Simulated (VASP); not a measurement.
Here is a VASP 6.6.1 calculation.

POSCAR

```
MgB2
1.0
    3.0714788037      0.0000000000      0.0000000000
   -1.5357394019      2.6599786712      0.0000000000
    0.0000000000      0.0000000000      3.4912813625
Mg B
1 2
Direct
    0.0000000000      0.0000000000      0.0000000000
    0.3333333333      0.6666666667      0.5000000000
    0.6666666667      0.3333333333      0.5000000000
```

INCAR.step1

```
ALGO     = Normal         # electronic algorithm
EDIFF    = 1E-4           # SCF threshold, eV
ENCUT    = 600            # plane-wave cutoff, eV
GGA      = PE             # functional
ISMEAR   = 0              # smearing method
LASPH    = True           # aspherical terms in the spheres
LCHARG   = False          # write CHGCAR
LREAL    = False          # projectors in reciprocal space
LWAVE    = True           # write WAVECAR
NELM     = 60             # most SCF steps
PREC     = Accurate       # precision mode
SIGMA    = 0.05           # smearing width, eV
```

The input INCAR.step2:

```
ALGO     = Normal         # electronic algorithm
BPARAM   = 11.95        
CPARAM   = 0.0093       
EDIFF    = 1E-6           # SCF threshold, eV
EDIFFG   = -0.01          # ionic threshold
ENCUT    = 600            # plane-wave cutoff, eV
IBRION   = 2              # ionic algorithm
ISIF     = 4              # what is computed and relaxed
ISMEAR   = 0              # smearing method
ISTART   = 1            
IVDW_NL  = 2            
LASPH    = True           # aspherical terms in the spheres
LCHARG   = False          # write CHGCAR
LMIXTAU  = True         
LREAL    = False          # projectors in reciprocal space
LUSE_VDW = True         
LWAVE    = False          # write WAVECAR
METAGGA  = R2SCAN         # meta-GGA
NELM     = 60             # most SCF steps
NSW      = 60             # ionic steps
PREC     = Accurate       # precision mode
SIGMA    = 0.05           # smearing width, eV
```

File KPOINTS:

```
k-points
0
Gamma
  8 8 6
```

Potentials or basis: VASP PAW PBE potentials, release 64 (Mg, B).

Launch:

```sh
$ cat potpaw_PBE.64/Mg/POTCAR potpaw_PBE.64/B/POTCAR > POTCAR
$ cp INCAR.step1 INCAR
$ mpirun -np 1 vasp_std > vasp.out
$ cp INCAR.step2 INCAR
$ mpirun -np 1 vasp_std > vasp.out
```

Predict the band gap on the k mesh.

zero (bands 4 and 5 overlap by 2.79 eV).

The path:
| step | energy change (eV) | largest force (eV/Å) | pressure (GPa) | volume (Å³) |
| --- | --- | --- | --- | --- |
| 1 | 0.0000 | 0.0000 | -0.28 | 28.52 |
| 2 | -0.0007 | 0.0000 | -0.48 | 28.52 |
| 3 | -0.0008 | 0.0000 | -0.57 | 28.52 |

Caveat: the PAW data sets were made with another functional, which shifts forces and pressure a little.
